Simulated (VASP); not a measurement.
# Sb (I4/mmm) in VASP: a series of runs, part 2 of 3

VASP 6.6.1. The steps go on from the part before.

## Step 3: Single point, r2SCAN (strain +0.080 along x and y, -0.080 along z)

POSCAR

```
Sb
1.0
   -2.0210481572      2.0210481572      1.7216336154
    2.0210481572     -2.0210481572      1.7216336154
    2.0210481572      2.0210481572     -1.7216336154
Sb
1
Direct
    0.0000000000      0.0000000000      0.0000000000
```

INCAR.step1

```
ALGO = Normal
EDIFF = 1E-4
ENCUT = 520
GGA = PE
ISMEAR = 0
LASPH = True
LCHARG = False
LREAL = False
LWAVE = True
NBANDS = 8
NELM = 60
PREC = Accurate
SIGMA = 0.15
```

INCAR.step2

```
ALGO = Normal
EDIFF = 1E-6
ENCUT = 520
ISIF = 2
ISMEAR = 0
ISTART = 1
LASPH = True
LCHARG = False
LMIXTAU = True
LREAL = False
LWAVE = False
METAGGA = R2SCAN
NBANDS = 8
NELM = 60
PREC = Accurate
SIGMA = 0.15
```

KPOINTS

```
k-points
0
Gamma
  18 18 18
```

Potentials or basis: VASP PAW PBE potentials, release 64 (Sb).

Run with:

```
$ cat potpaw_PBE.64/Sb/POTCAR > POTCAR
$ cp INCAR.step1 INCAR
$ mpirun -np 1 vasp_std > vasp.out
$ cp INCAR.step2 INCAR
$ mpirun -np 1 vasp_std > vasp.out
```

OUTCAR:

```text
EDIFF = 1E-6
   ENCUT = 520
   ISIF = 2
   ISMEAR = 0
   ISTART = 1
   LASPH = True
   LREAL = False
   METAGGA = R2SCAN
   NELM = 60
   PREC = Accurate

 ion  position               nearest neighbor table
   1  0.000  0.000  0.000-

  LATTYP: Found a body centered tetragonal cell.
 ALAT       =     4.0420963144
 C/A-ratio  =     0.8518518519

  Lattice vectors:

 A1 = (  -2.0210481572,   2.0210481572,   1.7216336154)
 A2 = (   2.0210481572,  -2.0210481572,   1.7216336154)
 A3 = (   2.0210481572,   2.0210481572,  -1.7216336154)

Analysis of symmetry for initial positions (statically):
=====================================================================
 Subroutine PRICEL returns:
 Original cell was already a primitive cell.

 Routine SETGRP: Setting up the symmetry group for a
 body centered tetragonal supercell.

 Subroutine GETGRP returns: Found 16 space group operations
 (whereof 16 operations were pure point group operations)
 out of a pool of 16 trial point group operations.

The static configuration has the point symmetry D_4h.

Analysis of symmetry for dynamics (positions and initial velocities):
=====================================================================
 Subroutine PRICEL returns:
 Original cell was already a primitive cell.

 Routine SETGRP: Setting up the symmetry group for a
 body centered tetragonal supercell.

 Subroutine GETGRP returns: Found 16 space group operations
 (whereof 16 operations were pure point group operations)
 out of a pool of 16 trial point group operations.

The dynamic configuration has the point symmetry D_4h.

 Subroutine INISYM returns: Found 16 space group operations
 (whereof 16 operations are pure point group operations),
 and found     1 'primitive' translations

----------------------------------------------------------------------------------------

                                     Primitive cell

  volume of cell :      28.1290

  direct lattice vectors                    reciprocal lattice vectors
    -2.021048157  2.021048157  1.721633615     0.000000000  0.247396381  0.290421839
     2.021048157 -2.021048157  1.721633615     0.247396381  0.000000000  0.290421839
     2.021048157  2.021048157 -1.721633615     0.247396381  0.247396381  0.000000000

  length of vectors
     3.336659050  3.336659050  3.336659050     0.381509913  0.381509913  0.349871317

  position of ions in fractional coordinates (direct lattice)
     0.000000000  0.000000000  0.000000000

  ion indices of the primitive-cell ions
   primitive index   ion index
                 1           1

----------------------------------------------------------------------------------------

 KPOINTS: k-points

Automatic generation of k-mesh.
 Grid dimensions read from file:
 generate k-points for:   18   18   18

 Generating k-lattice:

  Cartesian coordinates                     Fractional coordinates (reciprocal lattice)
     0.000000000  0.013744243  0.016134547     0.055555556  0.000000000  0.000000000
     0.013744243  0.000000000  0.016134547     0.000000000  0.055555556  0.000000000
     0.013744243  0.013744243  0.000000000     0.000000000  0.000000000  0.055555556

  Length of vectors
     0.021194995  0.021194995  0.019437295

  Shift w.r.t. Gamma in fractional coordinates (k-lattice)
     0.000000000  0.000000000  0.000000000

 Subroutine IBZKPT returns following result:
 ===========================================

 Found    480 irreducible k-points:

 Following reciprocal coordinates:
            Coordinates               Weight
  0.000000  0.000000  0.000000      1.000000
  0.055556  0.000000  0.000000      8.000000
  0.111111  0.000000  0.000000      8.000000
  0.166667  0.000000  0.000000      8.000000
  0.222222 -0.000000  0.000000      8.000000
  0.277778  0.000000  0.000000      8.000000
[... 16 lines left out ...]
 -0.277778  0.055556 -0.000000     16.000000
 -0.222222  0.055556 -0.000000     16.000000
 [... further k-points ...]
   k-points           NKPTS =    480   k-points in BZ     NKDIM =    480   number of bands    NBANDS=      8
   number of dos      NEDOS =    301   number of ions     NIONS =      1
   total plane-waves  NPLWV =  21952
   dimension x,y,z NGX =    28 NGY =   28 NGZ =   28
   dimension x,y,z NGXF=    56 NGYF=   56 NGZF=   56
   ions per type =               1
   NGX,Y,Z   is equivalent  to a cutoff of  13.95, 13.95, 13.95 a.u.
   NGXF,Y,Z  is equivalent  to a cutoff of  27.90, 27.90, 27.90 a.u.
 SYSTEM =  unknown system
   PREC   = accura    normal or accurate (medium, high low for compatibility)
   ISTART =      1    job   : 0-new  1-cont  2-samecut
   ICHARG =      0    charge: 1-file 2-atom 10-const
   ISPIN  =      1    spin polarized calculation?
   LNONCOLLINEAR =      F non collinear calculations
   LSORBIT =      F    spin-orbit coupling
   LASPH  =      T    aspherical Exc in radial PAW
   ENCUT  =  520.0 eV  38.22 Ry    6.18 a.u.   6.20  6.20  6.20*2*pi/ulx,y,z
   NELM   =     60;   NELMIN=  2; NELMDL=  0     # of ELM steps
   EDIFF  = 0.1E-05   stopping-criterion for ELM
   LREAL  =      F    real-space projection
   EDIFFG = 0.1E-04   stopping-criterion for IOM
   NSW    =      0    number of steps for IOM
   IBRION =     -1    ionic relax: 0-MD 1-quasi-New 2-CG
   NFREE  =      0    steps in history (QN), initial steepest desc. (CG)
   ISIF   =      2    stress and relaxation
   ISYM   =      2    0-nonsym 1-usesym 2-fastsym
   POTIM  = 0.5000    time-step for ionic-motion
   TEBEG  =    0.0;   TEEND  =   0.0 temperature during run
   PSTRESS=    0.0 pullay stress
   NELECT =       5.0000    total number of electrons
   NUPDOWN=      -1.0000    fix difference up-down
   EMIN   =  10.00;   EMAX   =-10.00  energy-range for DOS
   EFERMI =   0.00;   METHOD = LEGACY
   ISMEAR =     0;   SIGMA  =   0.15  broadening in eV -4-tet -1-fermi 0-gaus
   EFERMI_NEDOS =   21; number of points for ismear=-14 and -15
   IALGO  =     38    algorithm
   IMIX   =      4    mixing-type and parameters
     AMIX     =   0.40;   BMIX     =  1.00
     AMIX_MAG =   1.60;   BMIX_MAG =  1.00
  volume/ion in A,a.u.               =      28.13       189.82
  Fermi-wavevector in a.u.,A,eV,Ry     =   0.920478  1.739451 11.527945  0.847280
  Thomas-Fermi vector in A             =   2.045788
   LORBIT       =      0    0 simple, 1 ext, 2 COOP (PROOUT), +10 PAW based schemes
   METAGGA = R2SCAN    functional components
   LHFCALC =     F    Hartree Fock is set to
   AEXX    =    0.0000 exact exchange contribution
   IVDW    =     0    specifies the selected vdW correction
   LEPSILON=     F    determine dielectric tensor
   LRPA    =     F    only Hartree local field effects (RPA)
 non-spin polarized calculation
 Gauss-broadening in eV      SIGMA  =   0.15
  energy-cutoff  :      520.00
  volume of cell :       28.13
 maximum number of plane-waves:       776
 NGX is ok and might be reduce to    28
   NGX = 13   NGY = 13   NGZ = 13

 number of electron       5.0000000 magnetization

 Free energy of the ion-electron system (eV)
  ---------------------------------------------------
  ext. energy  EPLUGINS =         0.00000000
  ---------------------------------------------------
  free energy    TOTEN  =       -25.31413114 eV

  energy without entropy =      -25.30759316  energy(sigma->0) =      -25.31086215

 E-fermi :   7.8867     XC(G=0): -10.5784

 val. band max:        7.8759191392   @ k =   0.5000   0.1111   0.0000
 cond. band min:       7.9111674600   @ k =  -0.1667  -0.3889   0.1667
 fundamental gap:      0.0352483208
 Fermi energy:         7.8866502986

 k-point     1 :       0.0000    0.0000    0.0000
  band No.  band energies     occupation
      1      -5.3245      2.00000
      2      12.6826      0.00000
      3      12.6826      0.00000
      4      14.0990      0.00000
      5      16.9437      0.00000
      6      18.8307      0.00000
      7      19.8282      0.00000
      8      19.8282      0.00000
[... 243 lines left out ...]
 k-point    24 :      -0.2222    0.0556   -0.0000
  band No.  band energies     occupation
      1      -4.4618      2.00000
      2       9.4635      0.00000
      3      10.7227      0.00000
      4      12.0902      0.00000
      5      16.3482      0.00000
      6      17.1452      0.00000
      7      20.0201      0.00000
      8      20.7661      0.00000

 [... further k-points ...]

------------------------ aborting loop because EDIFF is reached ----------------------------------------

  FORCE on cell =-STRESS in cart. coord.  units (eV):
  Direction    XX          YY          ZZ          XY          YZ          ZX
  --------------------------------------------------------------------------------------
  -------------------------------------------------------------------------------------
  Total       -0.3848281     -0.3848281     -0.2152086      0.0000000      0.0000000      0.0000000
  in kB      -21.9191278    -21.9191278    -12.2579019      0.0000000      0.0000000      0.0000000
  external PRESSURE =     -18.6987192 kB  Pullay stress =       0.0000000 kB

 VOLUME and BASIS-vectors are now :
 -----------------------------------------------------------------------------
  energy-cutoff  :      520.00
  volume of cell :       28.13
      direct lattice vectors                 reciprocal lattice vectors
    -2.021048157  2.021048157  1.721633615     0.000000000  0.247396381  0.290421839
     2.021048157 -2.021048157  1.721633615     0.247396381  0.000000000  0.290421839
     2.021048157  2.021048157 -1.721633615     0.247396381  0.247396381  0.000000000

 POSITION                                       TOTAL-FORCE (eV/Angst)
 -----------------------------------------------------------------------------------
      0.00000      0.00000      0.00000         0.000000      0.000000     -0.000000
 -----------------------------------------------------------------------------------
    total drift:                               -0.000000      0.000000      0.000000

  FREE ENERGIE OF THE ION-ELECTRON SYSTEM (eV)
  ---------------------------------------------------
  free  energy   TOTEN  =       -25.3141311418 eV

  energy  without entropy=      -25.3075931587  energy(sigma->0) =      -25.31086215
```

Wall time 6.6 min (1 thread of Intel Xeon 8259CL, shared host); peak memory 0.25 GiB.

Results:

- Free energy: -25.3141 eV
- Pressure: -1.9 GPa
- Band gap on the k mesh: zero (an odd number of electrons rules out a gap without spin polarisation)

Stress tensor (GPa, compression positive):
```
-2.19  0.00  0.00
 0.00 -2.19  0.00
 0.00  0.00 -1.23
```

Levels at points of the mesh, in eV from the Fermi level:
```csv
k point,band 1,band 2,band 3,band 4,band 5
"(0.00, 0.00, 0.00)",-13.21,4.80,4.80,6.21,9.06
"(0.50, 0.00, 0.00)",-8.73,-5.57,1.12,2.87,6.25
"(0.50, 0.50, 0.00)",-9.80,-5.88,3.07,5.27,8.29
"(0.50, 0.50, 0.50)",-6.40,-3.03,-3.03,0.06,2.89
```

Caveat: the cell differs from its parent crystal (strain +0.080 along x and y, -0.080 along z); the PAW data sets were made with another functional, which shifts forces and pressure a little; spin-orbit coupling is left out, which moves the levels of the heavy elements.

(Part 2 of 3 ends here.)

The gap in the log of VASP goes by the Fermi energy; the results here count the filled bands.